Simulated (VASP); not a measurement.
# Ni (Im-3m) in VASP: further runs

Runs on Ni. Level: PBE. Tasks: single point.

All numbers are computed with VASP 6.6.1; they aren't measurements. Logs are shortened: lines on timing, memory, paths and dates and some standing lists are left out, and cuts for length are marked.

## (1) The cell of the first run

Symmetry: Im-3m, No. 229, cubic system. The conventional cell has a = 2.767 Å, b = 2.767 Å, c = 2.767 Å, α = 90.00°, β = 90.00°, γ = 90.00°. Ni (site symmetry m-3m) has 14 Ni at 2.40 to 2.77 Å within 3.2 Å.

## (2) Single point, PBE, collinear spin, ferromagnetic start

File INCAR:

```
SYSTEM = Ni
ALGO = Normal
EDIFF = 1E-6
ENCUT = 600
GGA = PE
GGA_COMPAT = .FALSE.
ISIF = 2
ISMEAR = 0
ISPIN = 2
LASPH = .TRUE.
LCHARG = .FALSE.
LMAXMIX = 4
LORBIT = 11
LREAL = .FALSE.
LWAVE = .FALSE.
MAGMOM = 1
NBANDS = 15
NELM = 200
PREC = Accurate
SIGMA = 0.015
```

File KPOINTS:

```
k-points
0
G
  13 13 13
  0 0 0
```

File POSCAR:

```
Ni
1.0
   -1.3837154700      1.3837154700      1.3837154700
    1.3837154700     -1.3837154700      1.3837154700
    1.3837154700      1.3837154700     -1.3837154700
Ni
1
Direct
    0.0000000000      0.0000000000      0.0000000000
```

Potentials or basis: VASP PAW PBE potentials, release 64 (Ni).

Started as:

```console
$ cat potpaw_PBE.64/Ni/POTCAR > POTCAR
$ mpirun -np 1 vasp_std > vasp.out
```

OUTCAR:

```text
SYSTEM = Ni
   EDIFF = 1E-6
   ENCUT = 600
   GGA = PE
   ISIF = 2
   ISMEAR = 0
   ISPIN = 2
   LASPH = .TRUE.
   LORBIT = 11
   LREAL = .FALSE.
   NELM = 200
   PREC = Accurate

 ion  position               nearest neighbor table
   1  0.000  0.000  0.000-

  LATTYP: Found a body centered cubic cell.
 ALAT       =     2.7674309400

  Lattice vectors:

 A1 = (  -1.3837154700,   1.3837154700,   1.3837154700)
 A2 = (   1.3837154700,  -1.3837154700,   1.3837154700)
 A3 = (   1.3837154700,   1.3837154700,  -1.3837154700)

Analysis of symmetry for initial positions (statically):
=====================================================================
 Subroutine PRICEL returns:
 Original cell was already a primitive cell.

 Routine SETGRP: Setting up the symmetry group for a
 body centered cubic supercell.

 Subroutine GETGRP returns: Found 48 space group operations
 (whereof 48 operations were pure point group operations)
 out of a pool of 48 trial point group operations.

The static configuration has the point symmetry O_h .

Analysis of symmetry for dynamics (positions and initial velocities):
=====================================================================
 Subroutine PRICEL returns:
 Original cell was already a primitive cell.

 Routine SETGRP: Setting up the symmetry group for a
 body centered cubic supercell.

 Subroutine GETGRP returns: Found 48 space group operations
 (whereof 48 operations were pure point group operations)
 out of a pool of 48 trial point group operations.

The dynamic configuration has the point symmetry O_h .

Analysis of structural, dynamic, and magnetic symmetry:
=====================================================================
 Subroutine PRICEL returns:
 Original cell was already a primitive cell.

 Routine SETGRP: Setting up the symmetry group for a
 body centered cubic supercell.

 Subroutine GETGRP returns: Found 48 space group operations
 (whereof 48 operations were pure point group operations)
 out of a pool of 48 trial point group operations.

The overall configuration has the point symmetry O_h .

 Subroutine INISYM returns: Found 48 space group operations
 (whereof 48 operations are pure point group operations),
 and found     1 'primitive' translations

----------------------------------------------------------------------------------------

                                     Primitive cell

  volume of cell :      10.5974

  direct lattice vectors                    reciprocal lattice vectors
    -1.383715470  1.383715470  1.383715470     0.000000000  0.361345964  0.361345964
[... 117 lines left out ...]
  energy-cutoff  :      600.00
  volume of cell :       10.60
 maximum number of plane-waves:       370
   NGX =  9   NGY =  9   NGZ =  9

 number of electron      10.0000001 magnetization       0.5925082

 Free energy of the ion-electron system (eV)
  ---------------------------------------------------
  ext. energy  EPLUGINS =         0.00000000
  ---------------------------------------------------
  free energy    TOTEN  =        -5.36565208 eV

  energy without entropy =       -5.36545508  energy(sigma->0) =       -5.36555358

 E-fermi :   9.6161     XC(G=0): -13.4066

 val. band max:        9.5986547555   @ k =  -0.3846  -0.3846   0.1538
 cond. band min:       9.6164533800   @ k =  -0.3077   0.3846   0.0769
 fundamental gap:      0.0177986245
 Fermi energy:         9.6160825795

 spin component 1

 k-point     1 :       0.0000    0.0000    0.0000
  band No.  band energies     occupation
      1       0.5470      1.00000
      2       7.2423      1.00000
      3       7.2423      1.00000
      4       7.2423      1.00000
      5       8.7145      1.00000
      6       8.7145      1.00000
      7      36.3492      0.00000
      8      36.3492      0.00000
      9      36.3492      0.00000
     10      41.4275      0.00000
     11      41.4275      0.00000
     12      42.6673      0.00000
     13      42.6673      0.00000
     14      42.6673      0.00000
[... 403 lines left out ...]
      4       8.5847      1.00000
      5       8.7944      1.00000
      6       9.3618      1.00000
      7      22.9883      0.00000
      8      27.6292      0.00000
      9      29.0595      0.00000
     10      37.8773      0.00000
     11      41.5272      0.00000
     12      44.2415      0.00000
     13      46.2347      0.00000
     14      49.8079      0.00000
     15      52.7312      0.00000

 [... further k-points ...]

 spin component 2

 k-point     1 :       0.0000    0.0000    0.0000
  band No.  band energies     occupation
      1       0.5516      1.00000
      2       7.9559      1.00000
      3       7.9559      1.00000
      4       7.9559      1.00000
      5       9.2229      1.00000
      6       9.2229      1.00000
      7      36.2679      0.00000
      8      36.2679      0.00000
      9      36.2679      0.00000
     10      41.3708      0.00000
     11      41.3708      0.00000
     12      42.8690      0.00000
     13      42.8690      0.00000
     14      42.8690      0.00000
[... 403 lines left out ...]
      4       9.1442      1.00000
      5       9.3174      1.00000
      6      10.0806      0.00000
      7      23.1561      0.00000
      8      27.6994      0.00000
      9      29.2077      0.00000
     10      37.8745      0.00000
     11      41.6299      0.00000
     12      44.2686      0.00000
     13      46.2872      0.00000
     14      49.8911      0.00000
     15      52.8926      0.00000

 [... further k-points ...]
[... 5 lines left out ...]
  --------------------------------------------------------------------------------------
  -------------------------------------------------------------------------------------
  Total        0.5018819      0.5018819      0.5018819      0.0000000      0.0000000     -0.0000000
  in kB       75.8772711     75.8772711     75.8772711      0.0000000      0.0000000     -0.0000000
  external PRESSURE =      75.8772711 kB  Pullay stress =       0.0000000 kB

 VOLUME and BASIS-vectors are now :
 -----------------------------------------------------------------------------
  energy-cutoff  :      600.00
  volume of cell :       10.60
      direct lattice vectors                 reciprocal lattice vectors
    -1.383715470  1.383715470  1.383715470     0.000000000  0.361345964  0.361345964
     1.383715470 -1.383715470  1.383715470     0.361345964  0.000000000  0.361345964
     1.383715470  1.383715470 -1.383715470     0.361345964  0.361345964  0.000000000

 POSITION                                       TOTAL-FORCE (eV/Angst)
 -----------------------------------------------------------------------------------
      0.00000      0.00000      0.00000         0.000000     -0.000000      0.000000
 -----------------------------------------------------------------------------------
    total drift:                                0.000000     -0.000000      0.000000

  FREE ENERGIE OF THE ION-ELECTRON SYSTEM (eV)
  ---------------------------------------------------
  free  energy   TOTEN  =        -5.3656520792 eV

  energy  without entropy=       -5.3654550834  energy(sigma->0) =       -5.36555358

 total charge

# of ion       s       p       d       tot
------------------------------------------
    1        0.503   0.513   8.346   9.362

 magnetization (x)

# of ion       s       p       d       tot
------------------------------------------
    1       -0.003  -0.013   0.612   0.597
```

OSZICAR:

```text
N       E                     dE             d eps       ncg     rms          rms(c)
DAV:   1     0.366670268653E+02    0.36667E+02   -0.47494E+03  5366   0.969E+02
DAV:   2    -0.473972717967E+01   -0.41407E+02   -0.38480E+02  5740   0.177E+02
DAV:   3    -0.630643617540E+01   -0.15667E+01   -0.15418E+01  6196   0.327E+01
DAV:   4    -0.631603171680E+01   -0.95955E-02   -0.95923E-02  6147   0.246E+00
DAV:   5    -0.631613799945E+01   -0.10628E-03   -0.10628E-03  6265   0.230E-01    0.995E+00
DAV:   6    -0.564179275794E+01    0.67435E+00   -0.11445E+01  7210   0.377E+01    0.535E+00
DAV:   7    -0.538456558406E+01    0.25723E+00   -0.18611E+00  6720   0.138E+01    0.207E+00
DAV:   8    -0.536784835886E+01    0.16717E-01   -0.28369E-02  6995   0.122E+00    0.931E-01
DAV:   9    -0.536592806671E+01    0.19203E-02   -0.14506E-03  8409   0.226E-01    0.221E-01
DAV:  10    -0.536564389908E+01    0.28417E-03   -0.16609E-04  7740   0.896E-02    0.328E-02
DAV:  11    -0.536565064963E+01   -0.67506E-05   -0.29713E-05  6276   0.567E-02    0.261E-02
DAV:  12    -0.536565202632E+01   -0.13767E-05   -0.18663E-06  5139   0.916E-03    0.766E-03
DAV:  13    -0.536565207922E+01   -0.52904E-07   -0.10866E-06  3689   0.630E-03
   1 F= -.53656521E+01 E0= -.53655536E+01  d E =-.196996E-03  mag=     0.5925
```

Wall time 20 s (1 thread of AMD EPYC 9R45 (Zen 5), shared host); peak memory 0.11 GiB.

What came out:

- Free energy: -5.3657 eV
- Pressure: 7.6 GPa
- Net moment: 0.59 μB per cell
- Site moments: Ni +0.60 μB
- Valence electrons inside the program's atomic spheres: Ni 9.36

## (3) Single point, PBE, collinear spin, ferromagnetic start

File INCAR:

```
PREC = Accurate
ENCUT = 600
EDIFF = 1E-6
ISMEAR = 0
SIGMA = 0.016
LREAL = F
LASPH = T
NELM = 200
ALGO = Normal
ISIF = 2
LWAVE = F
LCHARG = F
ISPIN = 2
MAGMOM = 1
LORBIT = 11
LMAXMIX = 4
GGA = PE
NBANDS = 15
GGA_COMPAT = F
```

File KPOINTS:

```
Automatic mesh
0
Gamma
  13 13 13
```

POSCAR is that of step 2.

Potentials or basis: VASP PAW PBE potentials, release 64 (Ni).

Started as:

```console
$ cat potpaw_PBE.64/Ni/POTCAR > POTCAR
$ mpirun -np 1 vasp_std > vasp.out
```

OUTCAR:

```text
PREC = Accurate
   ENCUT = 600
   EDIFF = 1E-6
   ISMEAR = 0
   LREAL = F
   LASPH = T
   NELM = 200
   ISIF = 2
   ISPIN = 2
   LORBIT = 11
   GGA = PE

 ion  position               nearest neighbor table
   1  0.000  0.000  0.000-

  LATTYP: Found a body centered cubic cell.
 ALAT       =     2.7674309400

  Lattice vectors:

 A1 = (  -1.3837154700,   1.3837154700,   1.3837154700)
 A2 = (   1.3837154700,  -1.3837154700,   1.3837154700)
 A3 = (   1.3837154700,   1.3837154700,  -1.3837154700)

Analysis of symmetry for initial positions (statically):
=====================================================================
 Subroutine PRICEL returns:
 Original cell was already a primitive cell.

 Routine SETGRP: Setting up the symmetry group for a
 body centered cubic supercell.

 Subroutine GETGRP returns: Found 48 space group operations
 (whereof 48 operations were pure point group operations)
 out of a pool of 48 trial point group operations.

The static configuration has the point symmetry O_h .

Analysis of symmetry for dynamics (positions and initial velocities):
=====================================================================
 Subroutine PRICEL returns:
 Original cell was already a primitive cell.

 Routine SETGRP: Setting up the symmetry group for a
 body centered cubic supercell.

 Subroutine GETGRP returns: Found 48 space group operations
 (whereof 48 operations were pure point group operations)
 out of a pool of 48 trial point group operations.

The dynamic configuration has the point symmetry O_h .

Analysis of structural, dynamic, and magnetic symmetry:
=====================================================================
 Subroutine PRICEL returns:
 Original cell was already a primitive cell.

 Routine SETGRP: Setting up the symmetry group for a
 body centered cubic supercell.

 Subroutine GETGRP returns: Found 48 space group operations
 (whereof 48 operations were pure point group operations)
 out of a pool of 48 trial point group operations.

The overall configuration has the point symmetry O_h .

 Subroutine INISYM returns: Found 48 space group operations
 (whereof 48 operations are pure point group operations),
[... 153 lines left out ...]
      1       0.5471      1.00000
      2       7.2423      1.00000
      3       7.2423      1.00000
      4       7.2423      1.00000
      5       8.7146      1.00000
      6       8.7146      1.00000
      7      36.3493      0.00000
      8      36.3493      0.00000
      9      36.3493      0.00000
     10      41.4276      0.00000
     11      41.4276      0.00000
     12      42.6673      0.00000
     13      42.6673      0.00000
     14      42.6673      0.00000
[... 403 lines left out ...]
      4       8.5848      1.00000
      5       8.7946      1.00000
      6       9.3618      1.00000
      7      22.9884      0.00000
      8      27.6293      0.00000
      9      29.0596      0.00000
     10      37.8773      0.00000
     11      41.5273      0.00000
     12      44.2416      0.00000
     13      46.2348      0.00000
     14      49.8079      0.00000
     15      52.7313      0.00000

 [... further k-points ...]

 spin component 2

 k-point     1 :       0.0000    0.0000    0.0000
  band No.  band energies     occupation
      1       0.5515      1.00000
      2       7.9559      1.00000
      3       7.9559      1.00000
      4       7.9559      1.00000
      5       9.2229      1.00000
      6       9.2229      1.00000
      7      36.2678      0.00000
      8      36.2678      0.00000
      9      36.2678      0.00000
     10      41.3707      0.00000
     11      41.3707      0.00000
     12      42.8690      0.00000
     13      42.8690      0.00000
     14      42.8690      0.00000
[... 403 lines left out ...]
      4       9.1442      1.00000
      5       9.3173      1.00000
      6      10.0807      0.00000
      7      23.1560      0.00000
      8      27.6993      0.00000
      9      29.2077      0.00000
     10      37.8744      0.00000
     11      41.6299      0.00000
     12      44.2685      0.00000
     13      46.2872      0.00000
     14      49.8911      0.00000
     15      52.8926      0.00000

 [... further k-points ...]
[... 5 lines left out ...]
  --------------------------------------------------------------------------------------
  -------------------------------------------------------------------------------------
  Total        0.5000364      0.5000364      0.5000364      0.0000000     -0.0000000      0.0000000
  in kB       75.5982614     75.5982614     75.5982614      0.0000000     -0.0000000      0.0000000
  external PRESSURE =      75.5982614 kB  Pullay stress =       0.0000000 kB

 VOLUME and BASIS-vectors are now :
 -----------------------------------------------------------------------------
  energy-cutoff  :      600.00
  volume of cell :       10.60
      direct lattice vectors                 reciprocal lattice vectors
    -1.383715470  1.383715470  1.383715470     0.000000000  0.361345964  0.361345964
     1.383715470 -1.383715470  1.383715470     0.361345964  0.000000000  0.361345964
     1.383715470  1.383715470 -1.383715470     0.361345964  0.361345964  0.000000000

 POSITION                                       TOTAL-FORCE (eV/Angst)
 -----------------------------------------------------------------------------------
      0.00000      0.00000      0.00000         0.000000     -0.000000      0.000000
 -----------------------------------------------------------------------------------
    total drift:                                0.000000     -0.000000      0.000000

  FREE ENERGIE OF THE ION-ELECTRON SYSTEM (eV)
  ---------------------------------------------------
  free  energy   TOTEN  =        -5.3656654879 eV

  energy  without entropy=       -5.3654463909  energy(sigma->0) =       -5.36555594

 total charge

# of ion       s       p       d       tot
------------------------------------------
    1        0.503   0.513   8.346   9.362

 magnetization (x)

# of ion       s       p       d       tot
------------------------------------------
    1       -0.003  -0.013   0.612   0.596
```

Run time: 19 s. Hardware: 1 thread of AMD EPYC 9R45 (Zen 5), shared host; peak memory 0.12 GiB.

Results:

```yaml
Free_energy: -5.3657 eV
Pressure: 7.6 GPa
Net_moment: 0.59 μB per cell
Site_moments: Ni +0.60 μB
Valence_electrons_inside_the_program's_atomic_spheres: Ni 9.36
```
